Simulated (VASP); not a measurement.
A run of VASP 6.6.1 is set up as follows.

File INCAR:

```
  ALGO = Normal
  EDIFF = 1E-6
  EDIFFG = -0.01
  ENCUT = 600
  GGA = PE
  IBRION = 2
  ISIF = 3
  ISMEAR = 0
  LASPH = T
  LCHARG = F
  LREAL = F
  LWAVE = F
  NELM = 60
  NSW = 100
  PREC = Accurate
  SIGMA = 0.02
```

File KPOINTS:

```
k-points
0
Gamma
  8 8 8
```

POSCAR

```
CdS
1.0
    0.0000000000      2.9100000900      2.9100000900
    2.9100000900      0.0000000000      2.9100000900
    2.9100000900      2.9100000900      0.0000000000
Cd S
1 1
Direct
    0.0000000000      0.0000000000      0.0000000000
    0.2500000000      0.2500000000      0.2500000000
```

Potentials or basis: VASP PAW PBE potentials, release 64 (Cd, S).

The run is started by

```console
$ cat potpaw_PBE.64/Cd/POTCAR potpaw_PBE.64/S/POTCAR > POTCAR
$ mpirun -np 1 vasp_std > vasp.out
```

Question: Predict the band gap on the k mesh.

Answer: 1.03 eV.

Question: Predict the relaxed volume.

Answer: 26.15 Å³/atom.

Question: Predict the relaxed cell.

Answer: a = 4.197 Å, b = 4.197 Å, c = 4.197 Å, α = 60.00°, β = 60.00°, γ = 60.00°.

Step by step:
```tsv
step	energy change (eV)	largest force (eV/Å)	pressure (GPa)	volume (Å³)
1	0.0000	0.0000	3.64	49.28
2	-0.0287	0.0000	-1.04	53.38
3	-0.0323	0.0000	0.03	52.29
```

PBE usually gives volumes a little too large and moduli too small. Zero-point motion and thermal expansion aren't in these numbers.
